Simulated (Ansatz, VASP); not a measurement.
One calculation of MgTe, two programs

POSCAR

```
MgTe
1.0
    4.6234120023      0.0000000000      0.0000000000
   -2.3117060012      4.0039922462      0.0000000000
    0.0000000000      0.0000000000      7.3935672436
Mg Te
2 2
Direct
    0.3333333333      0.6666666667     -0.0023919605
    0.6666666667      0.3333333333      0.4976080395
    0.3333333333      0.6666666667      0.3773919605
    0.6666666667      0.3333333333      0.8773919605
```

The input INCAR.step1:

```
PREC = Accurate
ENCUT = 520
EDIFF = 1E-5
ISMEAR = 0
SIGMA = 0.01
LREAL = F
LASPH = T
NELM = 120
ALGO = Normal
ISIF = 2
LWAVE = T
LCHARG = F
NBANDS = 16
GGA = PE
GGA_COMPAT = F
```

File INCAR.step2:

```
PREC = Accurate
ENCUT = 520
EDIFF = 1E-6
ISMEAR = 0
SIGMA = 0.01
LREAL = F
LASPH = T
NELM = 120
ALGO = Normal
ISIF = 2
LWAVE = F
LCHARG = F
GGA = PE
LHFCALC = T
HFSCREEN = 0.2079
PRECFOCK = Normal
NBANDS = 16
ISTART = 1
GGA_COMPAT = F
```

File KPOINTS:

```
regular mesh
0
Gamma
  6 6 2
```

Input for Ansatz:

```yaml
crystal:
  lattice:
    - [4.6234120023, 0.0, 0.0]
    - [-2.3117060012, 4.0039922462, 0.0]
    - [0.0, 0.0, 7.3935672436]
  atoms:
    - { symbol: Mg, position: [0.3333333333, 0.6666666667, -0.0023919605] }
    - { symbol: Mg, position: [0.6666666667, 0.3333333333, 0.4976080395] }
    - { symbol: Te, position: [0.3333333333, 0.6666666667, 0.3773919605] }
    - { symbol: Te, position: [0.6666666667, 0.3333333333, 0.8773919605] }
kpoints:
  mp_grid: { grid: [6, 6, 2] }
  band_path:
    path:
      - [0.0, 0.0, 0.0]
      - [0.5, 0.0, 0.0]
      - [0.3333333333, 0.3333333333, 0.0]
      - [0.0, 0.0, 0.5]
      - [0.5, 0.0, 0.5]
      - [0.3333333333, 0.3333333333, 0.5]
    npoints: 1
hamiltonian:
  xc: hse06
scf:
  occupations: { method: fixed }
  n_extra_bands: 5
output:
  forces: true
  stress: true
  eigenvalues: true
```

Change from the starting cell: epitaxial_xy strain +1.0%.

Alike in both runs: task single point; functional HSE06; k mesh 6 × 6 × 2; no spin polarisation.

|  | VASP | Ansatz |
| --- | --- | --- |
| version | VASP 6.6.1 | Ansatz 0.2.0 |
| potentials or method | VASP PAW PBE potentials, release 64 (Mg, Te) | plane waves, PAW |
| plane-wave cutoff (eV) | 520 | 420 |
| occupations | gaussian, width 0.01 eV | fixed |
| valence electrons in the cell | 16 | 52 |

```tsv
	VASP	Ansatz	Ansatz less VASP
gap on the k mesh at the Fermi level (eV)	3.09	3.20	+0.110
pressure (GPa)	-0.7	-0.5	+0.17
traceless stress, the component that is largest in VASP (GPa)	0.41	0.41	0.000
```

VASP's potentials hold 16 valence electrons a cell and Ansatz's 52, so a difference there can come from the potentials and not from the codes. Ansatz's warnings: stress exchange threshold loose, stress scf threshold loose.

The k mesh is coarse, so the values compare programs but aren't converged. Spin-orbit coupling is off throughout.
